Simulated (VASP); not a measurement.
The system is PtS2.

```xyz
3
Lattice="3.6120 0.0000 0.0000 -1.8060 3.1281 0.0000 0.0000 0.0000 6.5473" Properties=species:S:1:pos:R:3 pbc="T T T"
Pt    0.0000    0.0000    0.0000
S     0.0000    2.0854    1.2396
S     1.8060    1.0427    5.3077
```

| Item | Value |
| --- | --- |
| Program | VASP 6.6.1 |
| Task | relaxation of shape and atoms at fixed volume |
| Functional | PBE |
| Potentials or basis | VASP PAW PBE potentials, release 64 (Pt, S) |
| Cutoff | 600 eV |
| k mesh | 12 × 12 × 4 |
| Occupations | gaussian, width 0.02 eV |
| Spin | no spin polarisation |

At the start: pressure -3.1 GPa; volume 24.66 Å³/atom.

**Question.** How do energy, volume and symmetry change on relaxing?

**Answer.** Over 6 steps the energy falls by 7.7 meV/atom; space group P-3m1 (No. 164, to 0.1 Å) before and after.

The path:
```csv
step,energy change (eV),largest force (eV/Å),pressure (GPa),volume (Å³)
1,0.0000,0.4048,-3.08,73.98
2,-0.0154,0.1983,-1.79,73.98
3,-0.0217,0.0419,-0.30,73.98
4,-0.0217,0.0553,-0.23,73.98
5,-0.0229,0.0230,-0.09,73.98
6,-0.0231,0.0013,-0.01,73.98
```

Final structure:
```
Pt S
1.0
     3.57237    0.00000    0.00000
    -1.78618    3.09376    0.00000
     0.00000    0.00000    6.69362
Pt S
1 2
Direct
  0.00000 0.00000 0.00000
  0.33333 0.66667 0.18329
  0.66667 0.33333 0.81671
```

Where two steps share one volume, the run began anew on that cell with a basis built for it.

Caveat: this functional lacks dispersion, which binds layers or chains, so the pressure and a relaxed spacing across them are unreliable.
